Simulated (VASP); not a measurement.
Set up this calculation in VASP 6.6.1, as the native input.

* Task: single point
* Functional: r2SCAN
* Potentials or basis: VASP PAW PBE potentials, release 64 (Ga_d, P)
* Cutoff: 520 eV
* k mesh: 8 × 8 × 8
* Occupations: gaussian, width 0.01 eV
* Spin: no spin polarisation
* Dipole correction: no
* Further INCAR settings: ALGO = Normal; EDIFF = 1e-06; NBANDS = 16

GaP:

```
Ga P
1.0
     0.00000    2.77991    2.77991
     2.77991    0.00000    2.77991
     2.77991    2.77991    0.00000
Ga P
1 1
Direct
  0.00000 0.00000 0.00000
  0.25000 0.25000 0.25000
```

This cell differs from its parent crystal: strain +2.0%.

The input as run:

POSCAR

```
GaP
1.0
    0.0000000000      2.7799072732      2.7799072732
    2.7799072732      0.0000000000      2.7799072732
    2.7799072732      2.7799072732      0.0000000000
Ga P
1 1
Direct
    0.0000000000      0.0000000000      0.0000000000
    0.2500000000      0.2500000000      0.2500000000
```

INCAR.step1

```
ALGO = Normal ; EDIFF = 1E-4
ENCUT = 520 ; GGA = PE
ISMEAR = 0 ; LASPH = T
LCHARG = F ; LREAL = F
LWAVE = T ; NBANDS = 16
NELM = 60 ; PREC = Accurate
SIGMA = 0.01
```

INCAR.step2

```
ALGO = Normal ; EDIFF = 1E-6
ENCUT = 520 ; ISIF = 2
ISMEAR = 0 ; ISTART = 1
LASPH = T ; LCHARG = T
LELF = T ; LMIXTAU = T
LREAL = F ; LVHAR = T
LWAVE = F ; METAGGA = R2SCAN
NBANDS = 16 ; NELM = 60
PREC = Accurate ; SIGMA = 0.01
```

KPOINTS

```
k-points
0
Gamma
  8 8 8
```

Potentials or basis: VASP PAW PBE potentials, release 64 (Ga_d, P).

Launch:

```console
$ cat potpaw_PBE.64/Ga_d/POTCAR potpaw_PBE.64/P/POTCAR > POTCAR
$ cp INCAR.step1 INCAR
$ mpirun -np 1 vasp_std > vasp.out
$ cp INCAR.step2 INCAR
$ mpirun -np 1 vasp_std > vasp.out
```

Results of the run:

```json
{
  "Pressure": "-4.6 GPa",
  "Band gap on the k mesh": "1.83 eV"
}
```

Caveat: the cell differs from its parent crystal (strain +2.0%); the cell stands under tension; the PAW data sets were made with another functional, which shifts forces and pressure a little.

Run time: 57 s on 1 thread of Intel(R) Xeon(R) Platinum 8488C (Sapphire Rapids), on a shared host, peak memory 0.17 GiB.
